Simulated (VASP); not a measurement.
Ti4C, 5 atoms in the cell. The cell holds a slab with vacuum, 5 atoms: a = 3.210 Å, b = 3.210 Å, c = 20.107 Å, α = 90.00°, β = 90.00°, γ = 90.00°. 

- Program: VASP 6.6.1
- Task: single point
- Functional: PBEsol
- Potentials or basis: VASP PAW PBE potentials, release 64 (Ti_sv, C)
- Cutoff: 520 eV
- k mesh: 8 × 8 × 1
- Occupations: gaussian, width 0.1 eV
- Spin: no spin polarisation
- Dipole correction: yes
- Further INCAR settings: ALGO = Normal; EDIFF = 1e-06; NBANDS = 34

Potentials or basis: VASP PAW PBE potentials, release 64 (Ti_sv, C).

Command:

```sh
$ cat potpaw_PBE.64/Ti_sv/POTCAR potpaw_PBE.64/C/POTCAR > POTCAR
$ mpirun -np 1 vasp_std > vasp.out
```

Hardware: 1 thread of AMD EPYC 9R45 96-Core Processor (Zen 5), with other jobs on the host.

Task: How long does it take, and how much memory?

Result: Wall time 3.2 min on 1 thread of AMD EPYC 9R45 96-Core Processor (Zen 5) (shared host), peak memory 0.32 GiB. Counts: scf iterations 30, k points 25.
